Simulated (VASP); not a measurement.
Si, 2 atoms in the cell. Symmetry: I4_1/amd, No. 141, tetragonal system. Conventional cell: a = 3.695 Å, b = 3.695 Å, c = 5.419 Å, α = 90.00°, β = 90.00°, γ = 90.00°. Si (site symmetry -4m2) has 4 Si at 2.29 Å within 3.0 Å.  This cell differs from its parent crystal: volume 18.492 Å^3 an atom, c/a of the conventional cell 1.0371.

```yaml
Program: VASP 6.6.1
Task: single point
Functional: PBE
Potentials_or_basis: VASP PAW PBE potentials, release 64 (Si)
Cutoff: 520 eV
k_mesh: 10 × 10 × 10
Occupations: gaussian, width 0.05 eV
Spin: no spin polarisation
Dipole_correction: no
Further_INCAR_settings: ALGO = Normal; EDIFF = 1e-06; NBANDS = 11
```

Potentials or basis: VASP PAW PBE potentials, release 64 (Si).

Run with:

```console
$ cat potpaw_PBE.64/Si/POTCAR > POTCAR
$ mpirun -np 1 vasp_std > vasp.out
```

Hardware: 1 thread of Intel(R) Xeon(R) 6975P-C (Granite Rapids), on a shared host.

Question: Estimate the wall time of this run.

Answer: It took 13 s on 1 thread of Intel(R) Xeon(R) 6975P-C (Granite Rapids), with other jobs on the host, peak memory 0.16 GiB. Counts: scf iterations 11, k points 102.
